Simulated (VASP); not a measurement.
Input of a VASP 6.6.1 run:

Contents of INCAR:

```
PREC = Accurate
ENCUT = 600
EDIFF = 1E-6
ISMEAR = 0
SIGMA = 0.01
LREAL = False
LASPH = True
NELM = 120
ALGO = Normal
ISIF = 2
LWAVE = False
LCHARG = True
GGA = RE
LELF = True
LVHAR = True
NBANDS = 16
GGA_COMPAT = False
```

File KPOINTS:

```
Automatic mesh
0
Gamma
  3 3 1
```

The input POSCAR:

```
MgS
1.0
    4.0346224068      0.0000000000      0.0000000000
   -2.0173112034      3.4940854990      0.0000000000
    0.0000000000      0.0000000000      6.4322941800
Mg S
2 2
Direct
    0.6666666667      0.3333333333      0.4957548500
    0.3333333333      0.6666666667      0.9957548500
    0.3333333333      0.6666666667      0.3792441500
    0.6666666667      0.3333333333      0.8792441500
```

Potentials or basis: VASP PAW PBE potentials, release 64 (Mg, S).

The run is started by

```bash
$ cat potpaw_PBE.64/Mg/POTCAR potpaw_PBE.64/S/POTCAR > POTCAR
$ mpirun -np 1 vasp_std > vasp.out
```

(1) Predict the largest force.

(2) Predict the band gap on the k mesh.

(3) Predict the pressure.

## Answers

(1) 0.047 eV/Å.

(2) 3.60 eV, direct.

(3) 2.1 GPa.

Caveat: the k points lie up to 0.98 Å⁻¹ apart; the PAW data sets were made with another functional, which shifts forces and pressure a little.
